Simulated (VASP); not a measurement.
# ScAl3N4 (sol2) (Cm) in VASP: further runs

Runs on ScAl3N4 (sol2). Level: PBEsol. Tasks: single point.

Program: VASP 6.6.1. These are calculated values, not measurements. Logs are shortened: lines on timing, memory, paths and dates and some standing lists are left out, and cuts for length are marked.

**1. The cell of the first run**

Symmetry: Cm, No. 8, monoclinic system. Conventional cell: a = 11.619 Å, b = 3.100 Å, c = 5.413 Å, α = 90.00°, β = 117.72°, γ = 90.00°. Within 2.6 Å of Sc (site symmetry m) lie 4 N at 1.98 to 2.05 Å. Al (site symmetry m) has 4 N at 1.85 to 1.94 Å within 2.5 Å. Al (site symmetry m) has 4 N at 1.86 to 1.91 Å within 2.5 Å. Within 2.5 Å of Al (site symmetry m) lie 4 N at 1.87 to 1.92 Å. N (site symmetry m) has 3 Al at 1.87 to 1.88 Å and 1 Sc at 2.05 Å within 2.5 Å. Within 2.5 Å of N (site symmetry m) lie 4 Al at 1.91 to 1.94 Å. Within 2.5 Å of N (site symmetry m) lie 2 Al at 1.85 to 1.86 Å and 2 Sc at 1.98 Å. Within 2.5 Å of N (site symmetry m) lie 3 Al at 1.86 to 1.89 Å and 1 Sc at 2.01 Å.

**2. Single point, PBEsol (strained cell)**

The input, INCAR:

```
PREC = Accurate
ENCUT = 600
EDIFF = 1E-6
ISMEAR = 0
SIGMA = 0.02
LREAL = False
LASPH = True
NELM = 120
ALGO = Normal
ISIF = 2
LWAVE = False
LCHARG = True
GGA = PS
LELF = True
LVHAR = True
NBANDS = 30
GGA_COMPAT = False
```

The input, KPOINTS:

```
Automatic mesh
0
Gamma
  8 6 8
```

The input, POSCAR:

```
ScAl3N4
1.0
   -3.0995184871      0.0000000000      0.0000000000
    0.0000000000      5.4132373836     -0.0022731718
    1.5497592435     -2.7046682926     -5.1414988616
Sc Al N
1 3 4
Direct
   -0.0014371556      0.3280418178     -0.0028743112
    0.4998687856      0.8361347790     -0.0002624289
    0.7525221441      0.4185055417      0.5050442882
    0.2433421029      0.9115499840      0.4866842058
    0.7991560344      0.1297774407      0.5983120689
    0.3112212796      0.6491234742      0.6224425592
    0.5716180162      0.2206165907      0.1432360324
    0.0597087928      0.7422503720      0.1194175857
```

Potentials or basis: VASP PAW PBE potentials, release 64 (Sc_sv, Al, N).

Started as:

```
$ cat potpaw_PBE.64/Sc_sv/POTCAR potpaw_PBE.64/Al/POTCAR potpaw_PBE.64/N/POTCAR > POTCAR
$ mpirun -np 1 vasp_std > vasp.out
```

OUTCAR:

```text
PREC = Accurate
   ENCUT = 600
   EDIFF = 1E-6
   ISMEAR = 0
   LREAL = False
   LASPH = True
   NELM = 120
   ISIF = 2
   GGA = PS

 ion  position               nearest neighbor table
   1  0.999  0.328  0.997-   7 1.98   7 1.98   8 2.01   5 2.05   2 3.09   2 3.09   4 3.12   3 3.12
                             2 3.15   2 3.15   3 3.16   3 3.16   4 3.17   4 3.17
   2  0.500  0.836  1.000-   7 1.85   8 1.86   8 1.86   6 1.94   4 3.08   4 3.08   1 3.09   1 3.09
                             3 3.12   3 3.12   1 3.15   1 3.15   3 3.15   4 3.19
   3  0.753  0.419  0.505-   7 1.86   5 1.88   6 1.91   6 1.91   4 3.11   4 3.11   1 3.12   2 3.12
                             2 3.12   4 3.13   4 3.13   2 3.15   1 3.16   1 3.16
   4  0.243  0.912  0.487-   5 1.87   5 1.87   8 1.89   6 1.92   2 3.08   2 3.08   3 3.11   3 3.11
                             1 3.12   3 3.13   3 3.13   1 3.17   1 3.17   2 3.19
   5  0.799  0.130  0.598-   4 1.87   4 1.87   3 1.88   1 2.05
   6  0.311  0.649  0.622-   3 1.91   3 1.91   4 1.92   2 1.94
   7  0.572  0.221  0.143-   2 1.85   3 1.86   1 1.98   1 1.98
   8  0.060  0.742  0.119-   2 1.86   2 1.86   4 1.89   1 2.01

  LATTYP: Found a base centered monoclinic cell.
 ALAT       =    11.6189915426
 B/A-ratio  =     0.2667631245
 C/A-ratio  =     0.4658956710
 COS(beta)  =    -0.4651882194

  Lattice vectors:

 A1 = (   1.5497592435,  -2.7046682926,  -5.1414988616)
 A2 = (  -1.5497592436,  -2.7046682926,  -5.1414988616)
 A3 = (   0.0000000000,   5.4132373836,  -0.0022731718)

Analysis of symmetry for initial positions (statically):
=====================================================================
 Subroutine PRICEL returns:
 Original cell was already a primitive cell.

 Routine SETGRP: Setting up the symmetry group for a
 base centered monoclinic supercell.

 Subroutine GETGRP returns: Found  2 space group operations
 (whereof  2 operations were pure point group operations)
 out of a pool of  4 trial point group operations.

The static configuration has the point symmetry C_1h.

Analysis of symmetry for dynamics (positions and initial velocities):
=====================================================================
 Subroutine PRICEL returns:
 Original cell was already a primitive cell.

 Routine SETGRP: Setting up the symmetry group for a
 base centered monoclinic supercell.

 Subroutine GETGRP returns: Found  2 space group operations
 (whereof  2 operations were pure point group operations)
 out of a pool of  4 trial point group operations.

The dynamic configuration has the point symmetry C_1h.

 Subroutine INISYM returns: Found  2 space group operations
 (whereof  2 operations are pure point group operations),
 and found     1 'primitive' translations

----------------------------------------------------------------------------------------

                                     Primitive cell

  volume of cell :      86.2853

  direct lattice vectors                    reciprocal lattice vectors
    -3.099518487  0.000000000  0.000000000    -0.322630758 -0.000040828 -0.097226429
     0.000000000  5.413237384 -0.002273172     0.000000000  0.184691540 -0.097156367
     1.549759244 -2.704668293 -5.141498862     0.000000000 -0.000081656 -0.194452858

  length of vectors
     3.099518487  5.413237861  6.012652894     0.336962292  0.208687145  0.194452875

  position of ions in fractional coordinates (direct lattice)
     0.998562844  0.328041818  0.997125689
     0.499868786  0.836134779  0.999737571
     0.752522144  0.418505542  0.505044288
     0.243342103  0.911549984  0.486684206
     0.799156034  0.129777441  0.598312069
     0.311221280  0.649123474  0.622442559
     0.571618016  0.220616591  0.143236032
     0.059708793  0.742250372  0.119417586

  ion indices of the primitive-cell ions
   primitive index   ion index
                 1           1
                 2           2
                 3           3
                 4           4
                 5           5
                 6           6
                 7           7
                 8           8

----------------------------------------------------------------------------------------

 KPOINTS: Automatic mesh

Automatic generation of k-mesh.
 Grid dimensions read from file:
 generate k-points for:    8    6    8

 Generating k-lattice:

  Cartesian coordinates                     Fractional coordinates (reciprocal lattice)
    -0.040328845 -0.000005104 -0.012153304     0.125000000 -0.000000000  0.000000000
     0.000000000  0.030781923 -0.016192728     0.000000000  0.166666667 -0.000000000
     0.000000000 -0.000010207 -0.024306607     0.000000000  0.000000000  0.125000000

  Length of vectors
     0.042120287  0.034781191  0.024306609

  Shift w.r.t. Gamma in fractional coordinates (k-lattice)
     0.000000000  0.000000000  0.000000000

 Subroutine IBZKPT returns following result:
 ===========================================

 Found    114 irreducible k-points:

 Following reciprocal coordinates:
            Coordinates               Weight
  0.000000  0.000000  0.000000      1.000000
  0.125000  0.000000  0.000000      4.000000
  0.250000  0.000000  0.000000      4.000000
  0.375000  0.000000  0.000000      4.000000
  0.500000  0.000000  0.000000      2.000000
  0.000000  0.166667  0.000000      2.000000
[... 16 lines left out ...]
  0.125000  0.500000 -0.000000      4.000000
  0.250000  0.500000  0.000000      4.000000
 [... further k-points ...]
   k-points           NKPTS =    114   k-points in BZ     NKDIM =    114   number of bands    NBANDS=     30
   number of dos      NEDOS =    301   number of ions     NIONS =      8
   total plane-waves  NPLWV =  64512
   dimension x,y,z NGX =    28 NGY =   48 NGZ =   48
   dimension x,y,z NGXF=    56 NGYF=   96 NGZF=   96
   ions per type =               1   3   4
   NGX,Y,Z   is equivalent  to a cutoff of  15.02, 14.74, 13.27 a.u.
   NGXF,Y,Z  is equivalent  to a cutoff of  30.04, 29.48, 26.54 a.u.
 SYSTEM =  unknown system
   PREC   = accura    normal or accurate (medium, high low for compatibility)
   ISTART =      0    job   : 0-new  1-cont  2-samecut
   ICHARG =      2    charge: 1-file 2-atom 10-const
   ISPIN  =      1    spin polarized calculation?
   LNONCOLLINEAR =      F non collinear calculations
   LSORBIT =      F    spin-orbit coupling
   LASPH  =      T    aspherical Exc in radial PAW
   ENCUT  =  600.0 eV  44.10 Ry    6.64 a.u.   6.19 10.81 12.01*2*pi/ulx,y,z
   NELM   =    120;   NELMIN=  2; NELMDL= -5     # of ELM steps
   EDIFF  = 0.1E-05   stopping-criterion for ELM
   LREAL  =      F    real-space projection
   EDIFFG = 0.1E-04   stopping-criterion for IOM
   NSW    =      0    number of steps for IOM
   IBRION =     -1    ionic relax: 0-MD 1-quasi-New 2-CG
   NFREE  =      0    steps in history (QN), initial steepest desc. (CG)
   ISIF   =      2    stress and relaxation
   ISYM   =      2    0-nonsym 1-usesym 2-fastsym
   POTIM  = 0.5000    time-step for ionic-motion
   TEBEG  =    0.0;   TEEND  =   0.0 temperature during run
   PSTRESS=    0.0 pullay stress
   NELECT =      40.0000    total number of electrons
   NUPDOWN=      -1.0000    fix difference up-down
   EMIN   =  10.00;   EMAX   =-10.00  energy-range for DOS
   EFERMI =   0.00;   METHOD = LEGACY
   ISMEAR =     0;   SIGMA  =   0.02  broadening in eV -4-tet -1-fermi 0-gaus
   EFERMI_NEDOS =   21; number of points for ismear=-14 and -15
   IALGO  =     38    algorithm
   IMIX   =      4    mixing-type and parameters
     AMIX     =   0.40;   BMIX     =  1.00
     AMIX_MAG =   1.60;   BMIX_MAG =  1.00
  volume/ion in A,a.u.               =      10.79        72.79
  Fermi-wavevector in a.u.,A,eV,Ry     =   1.267017  2.394315 21.841875  1.605333
  Thomas-Fermi vector in A             =   2.400187
   LORBIT       =      0    0 simple, 1 ext, 2 COOP (PROOUT), +10 PAW based schemes
   GGA     = PS    functional components
   LHFCALC =     F    Hartree Fock is set to
   AEXX    =    0.0000 exact exchange contribution
   IVDW    =     0    specifies the selected vdW correction
   LEPSILON=     F    determine dielectric tensor
   LRPA    =     F    only Hartree local field effects (RPA)
 non-spin polarized calculation
 Gauss-broadening in eV      SIGMA  =   0.02
  energy-cutoff  :      600.00
  volume of cell :       86.29
 maximum number of plane-waves:      2912
 NGX is ok and might be reduce to    28
   NGX = 13   NGY = 21   NGZ = 23

 number of electron      40.0000000 magnetization

 Free energy of the ion-electron system (eV)
  ---------------------------------------------------
  ext. energy  EPLUGINS =         0.00000000
  ---------------------------------------------------
  free energy    TOTEN  =       -64.81262051 eV

  energy without entropy =      -64.81262051  energy(sigma->0) =      -64.81262051

 E-fermi :   5.5253     XC(G=0): -11.2497

 val. band max:        5.3525139003   @ k =   0.1250   0.5000   0.3750
 cond. band min:       9.4220558588   @ k =  -0.3750   0.5000   0.1250
 fundamental gap:      4.0695419585
 Fermi energy:         5.5253118588

 k-point     1 :       0.0000    0.0000    0.0000
  band No.  band energies     occupation
      1     -40.7064      2.00000
      2     -19.7069      2.00000
      3     -19.6624      2.00000
      4     -19.4265      2.00000
      5      -9.2067      2.00000
      6      -7.3158      2.00000
[... 22 lines left out ...]
     29      14.9780      0.00000
     30      15.6412      0.00000

 k-point     2 :       0.1250    0.0000    0.0000
  band No.  band energies     occupation
      1     -40.6991      2.00000
      2     -19.6990      2.00000
      3     -19.6549      2.00000
      4     -19.5024      2.00000
      5      -9.0392      2.00000
      6      -7.2700      2.00000
[... 22 lines left out ...]
     29      15.0731      0.00000
     30      15.2439      0.00000

 k-point     3 :       0.2500    0.0000    0.0000
  band No.  band energies     occupation
      1     -40.6812      2.00000
      2     -19.7425      2.00000
      3     -19.6498      2.00000
      4     -19.6043      2.00000
      5      -8.5728      2.00000
      6      -7.1359      2.00000
[... 682 lines left out ...]
     29      14.3933      0.00000
     30      14.5613      0.00000

 k-point    24 :       0.2500    0.5000    0.0000
  band No.  band energies     occupation
      1     -40.6812      2.00000
      2     -19.7433      2.00000
      3     -19.6530      2.00000
      4     -19.6050      2.00000
      5      -8.0271      2.00000
      6      -7.6173      2.00000
[... 22 lines left out ...]
     29      14.2511      0.00000
     30      15.4305      0.00000

 [... further k-points ...]
[... 5 lines left out ...]
  --------------------------------------------------------------------------------------
  -------------------------------------------------------------------------------------
  Total        7.8794306      7.2297753      2.3398274      0.0000000      0.1698839      0.0000000
  in kB      146.3081251    134.2450901     43.4467633      0.0000000      3.1544668      0.0000000
  external PRESSURE =     107.9999929 kB  Pullay stress =       0.0000000 kB

 VOLUME and BASIS-vectors are now :
 -----------------------------------------------------------------------------
  energy-cutoff  :      600.00
  volume of cell :       86.29
      direct lattice vectors                 reciprocal lattice vectors
    -3.099518487  0.000000000  0.000000000    -0.322630758 -0.000040828 -0.097226429
     0.000000000  5.413237384 -0.002273172     0.000000000  0.184691540 -0.097156367
     1.549759244 -2.704668293 -5.141498862     0.000000000 -0.000081656 -0.194452858

 POSITION                                       TOTAL-FORCE (eV/Angst)
 -----------------------------------------------------------------------------------
     -1.54976     -0.92113     -5.12747         0.000000      0.015235      0.022818
     -0.00000      1.82224     -5.14205         0.000000     -0.004496      0.008770
     -1.54976      0.89949     -2.59764        -0.000000      0.002620     -0.006031
     -0.00000      3.61812     -2.50436        -0.000000     -0.003414     -0.001470
     -1.54976     -0.91572     -3.07652         0.000000     -0.001298      0.045034
     -0.00000      1.83036     -3.20176        -0.000000      0.001080     -0.004183
     -1.54976      0.80684     -0.73695        -0.000000     -0.056884     -0.047333
      0.00000      3.69499     -0.61567        -0.000000      0.047156     -0.017605
 -----------------------------------------------------------------------------------
    total drift:                               -0.000004     -0.000262     -0.000372

  FREE ENERGIE OF THE ION-ELECTRON SYSTEM (eV)
  ---------------------------------------------------
  free  energy   TOTEN  =       -64.8126205127 eV

  energy  without entropy=      -64.8126205127  energy(sigma->0) =      -64.81262051
```

Run time: 7.4 min. Hardware: 1 thread of AMD EPYC 9R45 (Zen 5), shared host; peak memory 0.44 GiB.

What came out:

* Free energy: -64.8126 eV
* Pressure: 10.8 GPa
* Largest force: 0.074 eV/Å
* Band gap on the k mesh: 4.07 eV, indirect (least direct gap 4.11 eV)

Forces on the atoms (eV/Å):
```
Sc   0.000  0.015  0.023
Al   0.000 -0.004  0.009
Al   0.000  0.003 -0.006
Al   0.000 -0.003 -0.001
N    0.000 -0.001  0.045
N    0.000  0.001 -0.004
N    0.000 -0.057 -0.047
N    0.000  0.047 -0.018
```

Caveat: the cell differs from its parent crystal (strained cell); the PAW data sets were made with another functional, which shifts forces and pressure a little.

[end of part 1 of 2]
